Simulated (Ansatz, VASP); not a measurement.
Al2Cu: VASP beside Ansatz

The input POSCAR:

```
Al2Cu
1.0
    4.1493487057      0.0000000000      0.0000000000
    0.0000000000      4.1493487057      0.0000000000
    0.0000000000      0.0000000000      2.8085555130
Al Cu
2 1
Direct
    0.5000000000      0.0000000000      0.5000000000
    0.0000000000      0.5000000000      0.5000000000
    0.0000000000      0.0000000000      0.0000000000
```

File INCAR.step1:

```
SYSTEM = Al2Cu
ALGO = Normal
EDIFF = 1E-4
ENCUT = 520
GGA = PE
ISMEAR = 0
LASPH = .True.
LCHARG = .False.
LREAL = .False.
LWAVE = .True.
NBANDS = 16
NELM = 80
PREC = Accurate
SIGMA = 0.15
```

INCAR.step2

```
SYSTEM = Al2Cu
ALGO = Normal
EDIFF = 1E-6
ENCUT = 520
ISIF = 2
ISMEAR = 0
ISTART = 1
LASPH = .True.
LCHARG = .False.
LMIXTAU = .True.
LREAL = .False.
LWAVE = .False.
METAGGA = R2SCAN
NBANDS = 16
NELM = 80
PREC = Accurate
SIGMA = 0.15
```

Contents of KPOINTS:

```
k-points
0
Gamma
  12 12 16
  0 0 0
```

Input for Ansatz:

```yaml
crystal:
  lattice:
    - [4.1493487057, 0.0, 0.0]
    - [0.0, 4.1493487057, 0.0]
    - [0.0, 0.0, 2.808555513]
  atoms:
    - { symbol: Al, position: [0.5, 0.0, 0.5] }
    - { symbol: Al, position: [0.0, 0.5, 0.5] }
    - { symbol: Cu, position: [0.0, 0.0, 0.0] }
basis:
  ecutwfc: 500
kpoints:
  mp_grid: { grid: [12, 12, 16] }
hamiltonian:
  xc: r2scan
scf:
  occupations: { method: gaussian, width: 0.15 }
output:
  forces: true
  stress: true
  eigenvalues: true
```

Change from the starting cell: strain +0.015 along x and y, -0.015 along z, atoms carried along.

Alike in both runs: task single point; functional r2SCAN; k mesh 12 × 12 × 16; occupations gaussian, width 0.15 eV; no spin polarisation.

|  | VASP | Ansatz |
| --- | --- | --- |
| version | VASP 6.6.1 | Ansatz 0.2.0 |
| potentials or method | VASP PAW PBE potentials, release 64 (Al, Cu), cutoff 520 eV | scalar-relativistic, plane waves, PAW |
| valence electrons in the cell | 17 | 25 |

|  | VASP | Ansatz | Ansatz less VASP |
| --- | --- | --- | --- |
| gap on the k mesh at the Fermi level (eV) | none | none | - |
| pressure (GPa) | -1.4 | -1.2 | +0.18 |
| traceless stress, the component that is largest in VASP (GPa) | 1.92 | 1.97 | +0.051 |

VASP's potentials were made for PBE, not for r2SCAN. A gap of «none» marks a metal or a gap that the smearing closes. With one functional, cell and mesh, what is left measures potentials, basis and numerics. VASP's potentials hold 17 valence electrons a cell and Ansatz's 25, so a difference there can come from the potentials and not from the codes.
